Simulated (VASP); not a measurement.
A run of VASP 6.6.1 is set up as follows.

INCAR

```
SYSTEM = PbF2
PREC     = Accurate       ! precision mode
ENCUT    = 600            ! plane-wave cutoff, eV
EDIFF    = 1E-6           ! SCF threshold, eV
ISMEAR   = -1             ! smearing method
SIGMA    = 0.05           ! smearing width, eV
LREAL    = .FALSE.        ! projectors in reciprocal space
LASPH    = .TRUE.         ! aspherical terms in the spheres
NELM     = 200            ! most SCF steps
ALGO     = Normal         ! electronic algorithm
ISIF     = 2              ! what is computed and relaxed
LWAVE    = .FALSE.        ! write WAVECAR
LCHARG   = .TRUE.         ! write CHGCAR
MAGMOM   = 0 0 0 0 0 0 0 0 0 ! initial moments
LORBIT   = 11             ! projections on sites
LSORBIT  = .TRUE.         ! spin-orbit coupling
GGA_COMPAT= .FALSE.      
LORBMOM  = .TRUE.       
GGA      = PE             ! functional
LVHAR    = .TRUE.       
NBANDS   = 41             ! bands
```

File KPOINTS:

```
regular mesh
0
G
  6 6 6
  0 0 0
```

File POSCAR:

```
PbF2
1.0
    0.0000000000      2.9636600000      2.9636600000
    2.9636600000      0.0000000000      2.9636600000
    2.9636600000      2.9636600000      0.0000000000
Pb F
1 2
Direct
    0.0000000000      0.0000000000      0.0000000000
    0.7500000000      0.7500000000      0.7500000000
    0.2500000000      0.2500000000      0.2500000000
```

Potentials or basis: VASP PAW PBE potentials, release 64 (Pb_d, F).

Command:

```bash
$ cat potpaw_PBE.64/Pb_d/POTCAR potpaw_PBE.64/F/POTCAR > POTCAR
$ mpirun -np 1 vasp_ncl > vasp.out
```

(1) Predict the pressure.

(2) Estimate the net moment.

Results:

(1) 2.3 GPa.

(2) 0.00 μB per cell.
